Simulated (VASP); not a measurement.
## Ag: single point with PBEsol

The system is Ag.

```xyz
2
Lattice="2.9300 0.0000 0.0000 -1.4650 2.5375 0.0000 0.0000 0.0000 4.7900" Properties=species:S:1:pos:R:3 pbc="T T T"
Ag    1.4650    0.8458    3.5925
Ag    0.0000    1.6916    1.1975
```

- Program: VASP 6.6.1
- Task: single point
- Functional: PBEsol
- Potentials or basis: VASP PAW PBE potentials, release 64 (Ag)
- Cutoff: 520 eV
- k mesh: 8 × 8 × 4
- Occupations: fermi-dirac, width 0.05 eV
- Spin: no spin polarisation

- Pressure: -6.1 GPa
- Band gap on the k mesh: zero (band 11 reaches 10.71 eV, above the bottom of band 12 at 4.32 eV)

Stress tensor (GPa, compression positive):
```
-5.67  0.00  0.00
 0.00 -5.67  0.00
 0.00  0.00 -7.05
```

Levels at points of the mesh, in eV from the Fermi level:
| k point | band 7 | band 8 | band 9 | band 10 | band 11 | band 12 | band 13 | band 14 | band 15 | band 16 |
| --- | --- | --- | --- | --- | --- | --- | --- | --- | --- | --- |
| (0.00, 0.00, 0.00) | -4.14 | -3.82 | -3.82 | -2.87 | -2.87 | -0.19 | 3.49 | 15.66 | 17.50 | 17.80 |
| (0.50, 0.00, 0.00) | -3.53 | -2.74 | -2.70 | -2.61 | 0.25 | 1.59 | 6.80 | 7.07 | 9.12 | 10.26 |
| (0.00, 0.00, 0.50) | -4.23 | -4.23 | -3.17 | -3.17 | -3.17 | -3.17 | 10.92 | 10.92 | 16.00 | 16.00 |
| (0.50, 0.00, 0.50) | -2.92 | -2.92 | -2.66 | -2.66 | 0.92 | 0.92 | 4.48 | 4.48 | 13.38 | 13.38 |

It took 13 s on 1 thread of Intel(R) Xeon(R) 6975P-C (Granite Rapids), with other jobs on the host, peak memory 0.15 GiB.

Caveat: the PAW data sets were made with another functional, which shifts forces and pressure a little.
